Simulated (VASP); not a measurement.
# Zr3TaZn (Pm-3m) in VASP: notebook

Zr3TaZn is run at these levels: PBE; tasks: relaxation of cell and atoms, single point.

All numbers are computed with VASP 6.6.1; they aren't measurements. Logs are shortened: lines on timing, memory, paths and dates and some standing lists are left out, and cuts for length are marked.

## (1) The cell of the first run

The structure is cubic, space group Pm-3m (No. 221). Conventional cell: a = 3.786 Å, b = 3.786 Å, c = 3.786 Å, α = 90.00°, β = 90.00°, γ = 90.00°. Zr (site symmetry 4/mmm) has 2 Zn at 1.89 Å within 2.5 Å. Ta (site symmetry m-3m) has 12 Zr at 2.68 Å and 8 Zn at 3.28 Å within 3.5 Å. Within 2.5 Å of Zn (site symmetry m-3m) lie 6 Zr at 1.89 Å.

The cell was built from a structure type or drawn by symmetry, and may not be a known phase.

## (2) Relaxation of cell and atoms, PBE

INCAR reads:

```
ALGO = Fast
EDIFF = 1E-6
EDIFFG = -0.04
ENCUT = 600
GGA = PE
IBRION = 2
ISIF = 3
ISMEAR = 0
LASPH = T
LCHARG = F
LREAL = F
LWAVE = F
NELM = 60
NSW = 90
PREC = Accurate
SIGMA = 0.1
```

KPOINTS reads:

```
k-points
0
Gamma
  4 4 4
```

POSCAR reads:

```
Zr3TaZn
1.0
    3.7859077200      0.0000000000      0.0000000000
    0.0000000000      3.7859077200      0.0000000000
    0.0000000000      0.0000000000      3.7859077200
Zr Ta Zn
3 1 1
Direct
    0.0000000000      0.5000000000      0.5000000000
    0.5000000000      0.0000000000      0.5000000000
    0.5000000000      0.5000000000      0.0000000000
    0.0000000000      0.0000000000      0.0000000000
    0.5000000000      0.5000000000      0.5000000000
```

Potentials or basis: VASP PAW PBE potentials, release 64 (Zr_sv, Ta_pv, Zn).

Run with:

```bash
> cat potpaw_PBE.64/Zr_sv/POTCAR potpaw_PBE.64/Ta_pv/POTCAR potpaw_PBE.64/Zn/POTCAR > POTCAR
> mpirun -np 1 vasp_std > vasp.out
```

OUTCAR:

```text
EDIFF = 1E-6
   EDIFFG = -0.04
   ENCUT = 600
   GGA = PE
   IBRION = 2
   ISIF = 3
   ISMEAR = 0
   LASPH = T
   LREAL = F
   NELM = 60
   NSW = 90
   PREC = Accurate

 ion  position               nearest neighbor table
   1  0.000  0.500  0.500-   5 1.89   5 1.89   4 2.68   2 2.68   3 2.68   4 2.68   2 2.68   4 2.68
                             4 2.68   2 2.68   3 2.68   3 2.68   3 2.68   2 2.68
   2  0.500  0.000  0.500-   5 1.89   5 1.89   4 2.68   1 2.68   3 2.68   4 2.68   1 2.68   3 2.68
                             3 2.68   3 2.68   1 2.68   4 2.68   4 2.68   1 2.68
   3  0.500  0.500  0.000-   5 1.89   5 1.89   4 2.68   1 2.68   1 2.68   2 2.68   2 2.68   2 2.68
                             4 2.68   2 2.68   1 2.68   4 2.68   1 2.68   4 2.68
   4  0.000  0.000  0.000-   1 2.68   2 2.68   3 2.68   1 2.68   2 2.68   1 2.68   3 2.68   1 2.68
                             2 2.68   3 2.68   2 2.68   3 2.68   5 3.28   5 3.28   5 3.28   5 3.28
   5  0.500  0.500  0.500-   1 1.89   2 1.89   3 1.89   3 1.89   2 1.89   1 1.89   4 3.28   4 3.28
                             4 3.28   4 3.28   4 3.28   4 3.28   4 3.28   4 3.28

  LATTYP: Found a simple cubic cell.
 ALAT       =     3.7859077200

  Lattice vectors:

 A1 = (   3.7859077200,   0.0000000000,   0.0000000000)
 A2 = (   0.0000000000,   3.7859077200,   0.0000000000)
 A3 = (   0.0000000000,   0.0000000000,   3.7859077200)

Analysis of symmetry for initial positions (statically):
=====================================================================
 Subroutine PRICEL returns:
 Original cell was already a primitive cell.

 Routine SETGRP: Setting up the symmetry group for a
 simple cubic supercell.

 Subroutine GETGRP returns: Found 48 space group operations
 (whereof 48 operations were pure point group operations)
 out of a pool of 48 trial point group operations.

The static configuration has the point symmetry O_h .

Analysis of symmetry for dynamics (positions and initial velocities):
=====================================================================
 Subroutine PRICEL returns:
 Original cell was already a primitive cell.

 Routine SETGRP: Setting up the symmetry group for a
 simple cubic supercell.

 Subroutine GETGRP returns: Found 48 space group operations
 (whereof 48 operations were pure point group operations)
 out of a pool of 48 trial point group operations.

The dynamic configuration has the point symmetry O_h .

 Subroutine INISYM returns: Found 48 space group operations
 (whereof 48 operations are pure point group operations),
 and found     1 'primitive' translations

----------------------------------------------------------------------------------------

                                     Primitive cell

  volume of cell :      54.2638

  direct lattice vectors                    reciprocal lattice vectors
     3.785907720  0.000000000  0.000000000     0.264137447  0.000000000  0.000000000
     0.000000000  3.785907720  0.000000000     0.000000000  0.264137447  0.000000000
     0.000000000  0.000000000  3.785907720     0.000000000  0.000000000  0.264137447

  length of vectors
     3.785907720  3.785907720  3.785907720     0.264137447  0.264137447  0.264137447

  position of ions in fractional coordinates (direct lattice)
     0.000000000  0.500000000  0.500000000
     0.500000000  0.000000000  0.500000000
     0.500000000  0.500000000  0.000000000
     0.000000000  0.000000000  0.000000000
     0.500000000  0.500000000  0.500000000

  ion indices of the primitive-cell ions
   primitive index   ion index
                 1           1
                 2           2
                 3           3
                 4           4
                 5           5

----------------------------------------------------------------------------------------

 KPOINTS: k-points

Automatic generation of k-mesh.
 Grid dimensions read from file:
 generate k-points for:    4    4    4

 Generating k-lattice:

  Cartesian coordinates                     Fractional coordinates (reciprocal lattice)
     0.066034362  0.000000000  0.000000000     0.250000000  0.000000000  0.000000000
     0.000000000  0.066034362  0.000000000     0.000000000  0.250000000  0.000000000
     0.000000000  0.000000000  0.066034362     0.000000000  0.000000000  0.250000000

  Length of vectors
     0.066034362  0.066034362  0.066034362

  Shift w.r.t. Gamma in fractional coordinates (k-lattice)
     0.000000000  0.000000000  0.000000000

 Subroutine IBZKPT returns following result:
 ===========================================

 Found     10 irreducible k-points:

 Following reciprocal coordinates:
            Coordinates               Weight
  0.000000  0.000000  0.000000      1.000000
  0.250000  0.000000  0.000000      6.000000
  0.500000  0.000000  0.000000      3.000000
  0.250000  0.250000  0.000000     12.000000
  0.500000  0.250000  0.000000     12.000000
  0.500000  0.500000  0.000000      3.000000
  0.250000  0.250000  0.250000      8.000000
  0.500000  0.250000  0.250000     12.000000
  0.500000  0.500000  0.250000      6.000000
  0.500000  0.500000  0.500000      1.000000
   k-points           NKPTS =     10   k-points in BZ     NKDIM =     10   number of bands    NBANDS=     35
   number of dos      NEDOS =    301   number of ions     NIONS =      5
   total plane-waves  NPLWV =  27000
   dimension x,y,z NGX =    30 NGY =   30 NGZ =   30
   dimension x,y,z NGXF=    60 NGYF=   60 NGZF=   60
   ions per type =               3   1   1
   NGX,Y,Z   is equivalent  to a cutoff of  13.17, 13.17, 13.17 a.u.
   NGXF,Y,Z  is equivalent  to a cutoff of  26.35, 26.35, 26.35 a.u.
 SYSTEM =  unknown system
   PREC   = accura    normal or accurate (medium, high low for compatibility)
   ISTART =      0    job   : 0-new  1-cont  2-samecut
   ICHARG =      2    charge: 1-file 2-atom 10-const
   ISPIN  =      1    spin polarized calculation?
   LNONCOLLINEAR =      F non collinear calculations
   LSORBIT =      F    spin-orbit coupling
   LASPH  =      T    aspherical Exc in radial PAW
   ENCUT  =  600.0 eV  44.10 Ry    6.64 a.u.   7.56  7.56  7.56*2*pi/ulx,y,z
   NELM   =     60;   NELMIN=  2; NELMDL= -5     # of ELM steps
   EDIFF  = 0.1E-05   stopping-criterion for ELM
   LREAL  =      F    real-space projection
   EDIFFG = -.4E-01   stopping-criterion for IOM
   NSW    =     90    number of steps for IOM
   IBRION =      2    ionic relax: 0-MD 1-quasi-New 2-CG
   NFREE  =      1    steps in history (QN), initial steepest desc. (CG)
   ISIF   =      3    stress and relaxation
   ISYM   =      2    0-nonsym 1-usesym 2-fastsym
   POTIM  = 0.5000    time-step for ionic-motion
   TEBEG  =    0.0;   TEEND  =   0.0 temperature during run
   PSTRESS=    0.0 pullay stress
   NELECT =      59.0000    total number of electrons
   NUPDOWN=      -1.0000    fix difference up-down
   EMIN   =  10.00;   EMAX   =-10.00  energy-range for DOS
   EFERMI =   0.00;   METHOD = LEGACY
   ISMEAR =     0;   SIGMA  =   0.10  broadening in eV -4-tet -1-fermi 0-gaus
   EFERMI_NEDOS =   21; number of points for ismear=-14 and -15
   IALGO  =     68    algorithm
   IMIX   =      4    mixing-type and parameters
     AMIX     =   0.40;   BMIX     =  1.00
     AMIX_MAG =   1.60;   BMIX_MAG =  1.00
  volume/ion in A,a.u.               =      10.85        73.24
  Fermi-wavevector in a.u.,A,eV,Ry     =   1.683406  3.181176 38.556938  2.833855
  Thomas-Fermi vector in A             =   2.766612
   LORBIT       =      0    0 simple, 1 ext, 2 COOP (PROOUT), +10 PAW based schemes
   GGA     = PE    functional components
   LHFCALC =     F    Hartree Fock is set to
   AEXX    =    0.0000 exact exchange contribution
   IVDW    =     0    specifies the selected vdW correction
   LEPSILON=     F    determine dielectric tensor
   LRPA    =     F    only Hartree local field effects (RPA)
 conjugate gradient relaxation of ions
 non-spin polarized calculation
 RMM-DIIS sequential band-by-band and
 Gauss-broadening in eV      SIGMA  =   0.10
  energy-cutoff  :      600.00
  volume of cell :       54.26
 maximum number of plane-waves:      1856
   NGX = 15   NGY = 15   NGZ = 15

--------------------------------------- Ionic step        1  -------------------------------------------

 number of electron      59.0000019 magnetization

 Free energy of the ion-electron system (eV)
  ---------------------------------------------------
  ext. energy  EPLUGINS =         0.00000000
  ---------------------------------------------------
  free energy    TOTEN  =         1.38848961 eV

  energy without entropy =        1.38902216  energy(sigma->0) =        1.38875588

------------------------ aborting loop EDIFF was not reached (unconverged)  ----------------------------

  FORCE on cell =-STRESS in cart. coord.  units (eV):
  Direction    XX          YY          ZZ          XY          YZ          ZX
  --------------------------------------------------------------------------------------
  -------------------------------------------------------------------------------------
  Total      111.3653387    111.3653387    111.3653387      0.0000000     -0.0000000      0.0000000
  in kB     3288.1419098   3288.1419098   3288.1419098      0.0000000     -0.0000000      0.0000000
  external PRESSURE =    3288.1419098 kB  Pullay stress =       0.0000000 kB
[... 1649 lines left out ...]
     34      54.4427      0.00000
     35      78.4175      0.00000

[... ionic steps 4 to 21 ...]

--------------------------------------- Ionic step       22  -------------------------------------------

 number of electron      58.9999929 magnetization

------------------------ aborting loop because EDIFF is reached ----------------------------------------

  FORCE on cell =-STRESS in cart. coord.  units (eV):
  Direction    XX          YY          ZZ          XY          YZ          ZX
  --------------------------------------------------------------------------------------
  -------------------------------------------------------------------------------------
  Total        0.8529979      0.8529979      0.8529979      0.0000000      0.0000000     -0.0000000
  in kB       11.7585466     11.7585466     11.7585466      0.0000000      0.0000000     -0.0000000
  external PRESSURE =      11.7585466 kB  Pullay stress =       0.0000000 kB
[... 63 lines left out ...]
  energy  without entropy=      -33.8037677776  energy(sigma->0) =      -33.84045876

--------------------------------------- Ionic step       24  -------------------------------------------

 number of electron      58.9999948 magnetization

 Free energy of the ion-electron system (eV)
  ---------------------------------------------------
  ext. energy  EPLUGINS =         0.00000000
  ---------------------------------------------------
  free energy    TOTEN  =       -33.87780423 eV

  energy without entropy =      -33.80373713  energy(sigma->0) =      -33.84077068

 E-fermi :   5.9513     XC(G=0): -10.7547

 val. band max:        5.9095459773   @ k =   0.2500   0.2500   0.2500
 cond. band min:       5.9654637406   @ k =   0.2500   0.2500   0.2500
 fundamental gap:      0.0559177633
 Fermi energy:         5.9512623716

 k-point     1 :       0.0000    0.0000    0.0000
  band No.  band energies     occupation
      1     -42.7532      2.00000
      2     -42.6976      2.00000
      3     -42.6976      2.00000
      4     -28.8031      2.00000
      5     -28.8031      2.00000
      6     -28.8031      2.00000
[... 401 lines left out ...]
  FREE ENERGIE OF THE ION-ELECTRON SYSTEM (eV)
  ---------------------------------------------------
  free  energy   TOTEN  =       -33.8778042295 eV

  energy  without entropy=      -33.8037371315  energy(sigma->0) =      -33.84077068

 reached required accuracy - stopping structural energy minimisation
```

It took 27 min on 1 thread of Intel Xeon Platinum 8259CL at 2.50GHz (Skylake/Cascade Lake), shared host; peak memory 0.19 GiB.

What came out:

| Property | Result |
| --- | --- |
| Free energy | -33.8778 eV |
| Relaxed volume | 23.49 Å³/atom |
| Relaxed cell | a = 4.897 Å, b = 4.897 Å, c = 4.897 Å, α = 90.00°, β = 90.00°, γ = 90.00° |
| Space group after relaxing (to 0.1 Å) | Pm-3m (No. 221) |
| Pressure after relaxing | 0.1 GPa |
| Band gap on the k mesh | zero (an odd number of electrons rules out a gap without spin polarisation) |

Final structure:
```
Zr Ta Zn
1.0
     4.89715    0.00000    0.00000
     0.00000    4.89715    0.00000
     0.00000    0.00000    4.89715
Zr Ta Zn
3 1 1
Cartesian
  0.0000 2.4486 2.4486
  2.4486 0.0000 2.4486
  2.4486 2.4486 0.0000
  0.0000 0.0000 0.0000
  2.4486 2.4486 2.4486
```

Caveat: the k points lie up to 0.32 Å⁻¹ apart in the final cell, too coarse for converged energies and pressures of a metal; the volume moved by over 15 % at a fixed basis, so the end points are rough; spin-orbit coupling is left out, which moves the levels of the heavy elements.

(Part 1 of 2 ends here.)
